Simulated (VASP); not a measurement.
# Nb in VASP: single point with PBEsol

Aim: the single point of Nb with PBEsol.

Everything below comes from runs of VASP 6.6.1. Logs are shortened: lines on timing, memory, paths and dates and some standing lists are left out, and cuts for length are marked.

## 1. The cell of the first run

The cell holds a slab with vacuum, 3 atoms: a = 3.272 Å, b = 3.272 Å, c = 19.272 Å, α = 90.00°, β = 90.00°, γ = 90.00°.

## 2. Single point, PBEsol

File INCAR:

```
ALGO     = Normal         # electronic algorithm
DIPOL    = 0.5 0.5 0.500
EDIFF    = 1E-6           # SCF threshold, eV
ENCUT    = 520            # plane-wave cutoff, eV
GGA      = PS             # functional
IDIPOL   = 3            
ISIF     = 2              # what is computed and relaxed
ISMEAR   = -1             # smearing method
LASPH    = T              # aspherical terms in the spheres
LCHARG   = F              # write CHGCAR
LDIPOL   = T            
LREAL    = F              # projectors in reciprocal space
LWAVE    = F              # write WAVECAR
NBANDS   = 26             # bands
NELM     = 60             # most SCF steps
PREC     = Accurate       # precision mode
SIGMA    = 0.05           # smearing width, eV
```

File KPOINTS:

```
k-points
0
Gamma
  10 10 1
```

File POSCAR:

```
Nb
1.0
    3.2722439174      0.0000000000      0.0000000000
    0.0000000000      3.2722439174      0.0000000000
    0.0000000000      0.0000000000     19.2722000000
Nb
3
Direct
    0.0000000000      0.0000000000      0.4258375869
    0.5000000000      0.5000000000      0.5000000343
    0.0000000000      0.0000000000      0.5741623788
```

Potentials or basis: VASP PAW PBE potentials, release 64 (Nb_sv).

The run is started by

```sh
$ cat potpaw_PBE.64/Nb_sv/POTCAR > POTCAR
$ mpirun -np 1 vasp_std > vasp.out
```

OUTCAR:

```text
EDIFF = 1E-6
   ENCUT = 520
   GGA = PS
   ISIF = 2
   ISMEAR = -1
   LASPH = T
   LREAL = F
   NELM = 60
   PREC = Accurate

 ion  position               nearest neighbor table
   1  0.000  0.000  0.426-   2 2.72   2 2.72   2 2.72   2 2.72   3 2.86
   2  0.500  0.500  0.500-   3 2.72   3 2.72   3 2.72   3 2.72   1 2.72   1 2.72   1 2.72   1 2.72

   3  0.000  0.000  0.574-   2 2.72   2 2.72   2 2.72   2 2.72   1 2.86

  LATTYP: Found a simple tetragonal cell.
 ALAT       =     3.2722439174
 C/A-ratio  =     5.8895976237

  Lattice vectors:

 A1 = (   3.2722439174,   0.0000000000,   0.0000000000)
 A2 = (   0.0000000000,   3.2722439174,   0.0000000000)
 A3 = (   0.0000000000,   0.0000000000,  19.2722000000)

Analysis of symmetry for initial positions (statically):
=====================================================================
 Subroutine PRICEL returns:
 Original cell was already a primitive cell.

 Routine SETGRP: Setting up the symmetry group for a
 simple tetragonal supercell.

 Subroutine GETGRP returns: Found 16 space group operations
 (whereof 16 operations were pure point group operations)
 out of a pool of 16 trial point group operations.

The static configuration has the point symmetry D_4h.

Analysis of symmetry for dynamics (positions and initial velocities):
=====================================================================
 Subroutine PRICEL returns:
 Original cell was already a primitive cell.

 Routine SETGRP: Setting up the symmetry group for a
 simple tetragonal supercell.

 Subroutine GETGRP returns: Found 16 space group operations
 (whereof 16 operations were pure point group operations)
 out of a pool of 16 trial point group operations.

The dynamic configuration has the point symmetry D_4h.

 Subroutine INISYM returns: Found 16 space group operations
 (whereof 16 operations are pure point group operations),
 and found     1 'primitive' translations

----------------------------------------------------------------------------------------

                                     Primitive cell

  volume of cell :     206.3586

  direct lattice vectors                    reciprocal lattice vectors
     3.272243917  0.000000000  0.000000000     0.305600690  0.000000000  0.000000000
     0.000000000  3.272243917  0.000000000     0.000000000  0.305600690  0.000000000
     0.000000000  0.000000000 19.272200000     0.000000000  0.000000000  0.051888212
[... 85 lines left out ...]
   NSW    =      0    number of steps for IOM
   IBRION =     -1    ionic relax: 0-MD 1-quasi-New 2-CG
   NFREE  =      0    steps in history (QN), initial steepest desc. (CG)
   ISIF   =      2    stress and relaxation
   ISYM   =      2    0-nonsym 1-usesym 2-fastsym
   POTIM  = 0.5000    time-step for ionic-motion
   TEBEG  =    0.0;   TEEND  =   0.0 temperature during run
   PSTRESS=    0.0 pullay stress
   NELECT =      39.0000    total number of electrons
   NUPDOWN=      -1.0000    fix difference up-down
   EMIN   =  10.00;   EMAX   =-10.00  energy-range for DOS
   EFERMI =   0.00;   METHOD = LEGACY
   ISMEAR =    -1;   SIGMA  =   0.05  broadening in eV -4-tet -1-fermi 0-gaus
   EFERMI_NEDOS =   21; number of points for ismear=-14 and -15
   IALGO  =     38    algorithm
   IMIX   =      4    mixing-type and parameters
     AMIX     =   0.40;   BMIX     =  1.00
     AMIX_MAG =   1.60;   BMIX_MAG =  1.00
  volume/ion in A,a.u.               =      68.79       464.19
  Fermi-wavevector in a.u.,A,eV,Ry     =   0.939483  1.775365 12.008881  0.882628
  Thomas-Fermi vector in A             =   2.066799
   LORBIT       =      0    0 simple, 1 ext, 2 COOP (PROOUT), +10 PAW based schemes
   GGA     = PS    functional components
   LHFCALC =     F    Hartree Fock is set to
   AEXX    =    0.0000 exact exchange contribution
   IVDW    =     0    specifies the selected vdW correction
   LEPSILON=     F    determine dielectric tensor
   LRPA    =     F    only Hartree local field effects (RPA)
 non-spin polarized calculation
  energy-cutoff  :      520.00
  volume of cell :      206.36
 maximum number of plane-waves:      5616
   NGX = 13   NGY = 13   NGZ = 71

 dipolmoment           0.000000      0.000000      0.000000 electrons x Angstroem

 number of electron      38.9999996 magnetization

 dipolmoment           0.000000      0.000000     -0.000000 electrons x Angstroem

 Free energy of the ion-electron system (eV)
  ---------------------------------------------------
  ext. energy  EPLUGINS =         0.00000000
  ---------------------------------------------------
  free energy    TOTEN  =       -29.56190089 eV

  energy without entropy =      -29.54168217  energy(sigma->0) =      -29.55179153

 E-fermi :   0.3823     XC(G=0):  -4.3300

 val. band max:        0.3035519695   @ k =   0.2000   0.2000   0.0000
 cond. band min:       0.3945562894   @ k =   0.1000   0.1000   0.0000
 fundamental gap:      0.0910043199
 Fermi energy:         0.3823418382

 k-point     1 :       0.0000    0.0000    0.0000
  band No.  band energies     occupation
      1     -54.5428      2.00000
      2     -54.4100      2.00000
      3     -53.6534      2.00000
      4     -30.8707      2.00000
      5     -30.7279      2.00000
      6     -30.7279      2.00000
[... 598 lines left out ...]
     25       3.6962      0.00000
     26       3.6965      0.00000

------------------------ aborting loop because EDIFF is reached ----------------------------------------

 vacuum level on the upper side and lower side of the slab       (xc-potential included)        -0.116        -0.116

  FORCE on cell =-STRESS in cart. coord.  units (eV):
  Direction    XX          YY          ZZ          XY          YZ          ZX
  --------------------------------------------------------------------------------------
  -------------------------------------------------------------------------------------
  Total       -1.7417621     -1.7417621     -0.0930138      0.0000000      0.0000000     -0.0000000
  in kB      -13.5231161    -13.5231161     -0.7221632      0.0000000      0.0000000     -0.0000000
  external PRESSURE =      -9.2561318 kB  Pullay stress =       0.0000000 kB

 VOLUME and BASIS-vectors are now :
 -----------------------------------------------------------------------------
  energy-cutoff  :      520.00
  volume of cell :      206.36
      direct lattice vectors                 reciprocal lattice vectors
     3.272243917  0.000000000  0.000000000     0.305600690  0.000000000  0.000000000
     0.000000000  3.272243917  0.000000000     0.000000000  0.305600690  0.000000000
     0.000000000  0.000000000 19.272200000     0.000000000  0.000000000  0.051888212

 POSITION                                       TOTAL-FORCE (eV/Angst)
 -----------------------------------------------------------------------------------
      0.00000      0.00000      8.20683         0.000000      0.000000      0.015691
      1.63612      1.63612      9.63610         0.000000     -0.000000      0.000000
      0.00000      0.00000     11.06537         0.000000     -0.000000     -0.015691
 -----------------------------------------------------------------------------------
    total drift:                                0.000000     -0.000000     -0.000281

  FREE ENERGIE OF THE ION-ELECTRON SYSTEM (eV)
  ---------------------------------------------------
  free  energy   TOTEN  =       -29.5619008898 eV

  energy  without entropy=      -29.5416821702  energy(sigma->0) =      -29.55179153

 vacuum level on the upper side and lower side of the slab         3.975         3.975
```

OSZICAR:

```text
N       E                     dE             d eps       ncg     rms          rms(c)
DAV:   1     0.374620614368E+03    0.37462E+03   -0.21577E+04  1468   0.127E+03
DAV:   2     0.671557127090E+01   -0.36791E+03   -0.35913E+03  1472   0.486E+02
DAV:   3    -0.301938446656E+02   -0.36909E+02   -0.36416E+02  1880   0.102E+02
DAV:   4    -0.337248114468E+02   -0.35310E+01   -0.34963E+01  1824   0.308E+01
[... 15 lines left out ...]
DAV:  20    -0.295618861273E+02   -0.28761E-04   -0.30748E-06  1080   0.568E-03    0.104E-03
DAV:  21    -0.295618963008E+02   -0.10174E-04   -0.11110E-06  1082   0.370E-03    0.752E-04
DAV:  22    -0.295618994624E+02   -0.31616E-05   -0.21223E-07   954   0.241E-03    0.556E-04
DAV:  23    -0.295619007649E+02   -0.13024E-05   -0.15380E-07   860   0.173E-03    0.270E-04
DAV:  24    -0.295619008898E+02   -0.12491E-06   -0.39158E-08   760   0.138E-03
   1 F= -.29561901E+02 E0= -.29551792E+02  d E =-.202187E-01
```

Run time: 58 s. Hardware: 1 thread of Intel Xeon 6975P-C (Granite Rapids), shared host; peak memory 0.3 GiB.

Results:

```
Free energy   : -29.5619 eV
Largest force : 0.016 eV/Å
```

Forces in eV/Å, atoms in the order of the input:
```
Nb   0.000  0.000  0.016
Nb   0.000  0.000  0.000
Nb   0.000  0.000 -0.016
```

Levels at points of the mesh, in eV from the Fermi level:
```tsv
k point	band 15	band 16	band 17	band 18	band 19	band 20	band 21	band 22	band 23	band 24
(0.00, 0.00, 0.00)	-3.28	-3.00	-1.50	-0.28	0.05	0.33	0.33	0.33	0.53	0.53
(0.50, 0.00, 0.00)	-2.18	-1.99	-1.59	-1.24	-0.89	-0.32	0.70	1.82	1.97	2.25
(0.50, 0.50, 0.00)	-1.52	-1.52	-1.38	-1.28	-1.28	1.47	1.47	1.84	2.67	3.21
```

Caveat: the PAW data sets were made with another functional, which shifts forces and pressure a little.
